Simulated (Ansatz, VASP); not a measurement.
# One calculation of W, two programs

```xyz
1
Lattice="-1.5848 1.5848 1.5848 1.5848 -1.5848 1.5848 1.5848 1.5848 -1.5848" Properties=species:S:1:pos:R:3 pbc="T T T"
W     0.0000    0.0000    0.0000
```

Alike in both runs: functional r2SCAN; k mesh 24 × 24 × 24; no spin polarisation.

Ansatz relaxed the structure, and its values are those at the end. VASP's run is a single point on that final structure, the one shown.

|  | VASP | Ansatz |
| --- | --- | --- |
| version | VASP 6.6.1 | Ansatz 0.2.0 |
| potentials or method | VASP PAW PBE potentials, release 64 (W_sv) | plane-wave PAW, scalar-relativistic |
| plane-wave cutoff (eV) | 520 | 500 |
| occupations | methfessel-paxton of order 1, width 0.1 eV | cold, width 0.1 eV |
| valence electrons in the cell | 14 | 14 |

|  | VASP | Ansatz | Ansatz less VASP |
| --- | --- | --- | --- |
| pressure (GPa) | 1.0 | 0.0 | -1.05 |

VASP's potentials were made for PBE, not for r2SCAN.

Neither program's run includes spin-orbit coupling.
